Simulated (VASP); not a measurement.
Runs of VASP 6.6.1 on CaSe. The structure is that of space group F-43m (No. 216), or close to it. The cells are those of the table. 

| cell | gap on the mesh (eV) | pressure (GPa) |
| --- | --- | --- |
| a = 4.667 Å, angles 60.0°, 2 atoms | (a) | -1.3 |
| a = 4.472 Å, angles 60.0°, 2 atoms | 3.38 | (b) |
| a = 4.604 Å, angles 60.0°, 2 atoms | 3.13 | 0.0 |
| a = 4.728 Å, angles 60.0°, 2 atoms | 2.89 | -2.4 |
| a = 4.788 Å, angles 60.0°, 2 atoms | 2.78 | -3.2 |

Alike in all rows: task single point; level PBEsol; potentials or basis VASP PAW PBE potentials, release 64 (Ca_sv, Se); no spin polarisation; k mesh 5 × 5 × 5; cutoff (eV) 500; smearing gaussian 0.01 eV.

Question: Fill in the values left out.

Answer: (a) 3.01; (b) 3.6.

Caveats: the PAW data sets were made with another functional, which shifts forces and pressure a little; an odd mesh through Γ misses points on the zone boundary, where band edges can lie; the cell stands under pressure (at least some runs); the cell stands under tension (at least some runs).

A k mesh can miss the band edges, and the runs leave out spin-orbit coupling on Se.
